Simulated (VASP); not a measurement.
# TlCl: single point with PBE

The system is TlCl.

```
Tl Cl
1.0
     3.83883    0.00000    0.00000
     0.00000    3.83883    0.00000
     0.00000    0.00000    3.83883
Tl Cl
1 1
Direct
  0.00000 0.00000 0.00000
  0.50000 0.50000 0.50000
```

```json
{
  "Program": "VASP 6.6.1",
  "Task": "single point",
  "Functional": "PBE",
  "Potentials or basis": "VASP PAW PBE potentials, release 64 (Tl_d, Cl)",
  "Cutoff": "500 eV",
  "k mesh": "6 × 6 × 6",
  "Occupations": "fermi-dirac, width 0.02 eV",
  "Spin": "no spin polarisation"
}
```

| Property | Result |
| --- | --- |
| Pressure | 1.1 GPa |
| Band gap on the k mesh | 2.09 eV, direct |

Levels at points of the mesh, in eV from the valence-band top:
```csv
k point,band 7,band 8,band 9,band 10,band 11,band 12,band 13,band 14
"(0.00, 0.00, 0.00)",-4.55,-1.51,-1.51,-1.51,7.81,7.81,7.81,7.85
"(0.50, 0.00, 0.00)",-5.42,-1.08,-1.08,0.00,2.09,6.57,6.57,8.80
"(0.50, 0.50, 0.00)",-3.36,-2.96,-2.96,-1.04,4.89,4.89,8.44,8.46
"(0.50, 0.50, 0.50)",-2.16,-2.00,-2.00,-2.00,2.56,2.56,2.56,12.83
```

It took 7.4 s on 1 thread of Intel(R) Xeon(R) 6975P-C (Granite Rapids), with other jobs on the host, peak memory 0.16 GiB.

Caveat: spin-orbit coupling is left out, which moves the levels of the heavy elements. A k mesh can miss the band edges.
